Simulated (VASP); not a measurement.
Set up this calculation in VASP 6.6.1, as the native input.

| Property | Result |
| --- | --- |
| Task | single point |
| Functional | LDA |
| Potentials or basis | VASP PAW LDA potentials, release 64 (Rh_pv) |
| Cutoff | 520 eV |
| k mesh | 20 × 20 × 20 |
| Occupations | gaussian, width 0.15 eV |
| Spin | no spin polarisation |
| Dipole correction | no |
| Further INCAR settings | ALGO = Fast; EDIFF = 1e-06; NBANDS = 14 |

The structure of Rh lies in POSCAR:

```
Rh
1.0
   -0.1877035262      1.8770352617      1.8770352617
    1.8770352617     -0.1877035262      1.8770352617
    1.6893317355      1.6893317355      0.0000000000
Rh
1
Direct
    0.0000000000      0.0000000000      0.0000000000
```

One way to write it, as run:

INCAR

```
SYSTEM = Rh
  PREC = Accurate
  ENCUT = 520
  EDIFF = 1E-6
  ISMEAR = 0
  SIGMA = 0.15
  LREAL = .FALSE.
  LASPH = .TRUE.
  NELM = 60
  ALGO = Fast
  ISIF = 2
  LWAVE = .FALSE.
  LCHARG = .TRUE.
  GGA = CA
  LELF = .TRUE.
  LVHAR = .TRUE.
  NBANDS = 14
```

KPOINTS

```
Automatic mesh
0
G
  20 20 20
  0 0 0
```

Potentials or basis: VASP PAW LDA potentials, release 64 (Rh_pv).

The run is started by

```bash
$ cat potpaw_LDA.64/Rh_pv/POTCAR > POTCAR
$ mpirun -np 1 vasp_std > vasp.out
```

It gave:

```yaml
Pressure: 17.2 GPa
Band_gap_on_the_k_mesh: zero (an odd number of electrons rules out a gap without spin polarisation)
```

Caveat: the stress differs along the axes, from 0 to 26 GPa.

Run time: 3.3 min on 1 thread of AMD EPYC 7R43 64-Core Processor (Zen 3), on a shared host, peak memory 0.25 GiB.
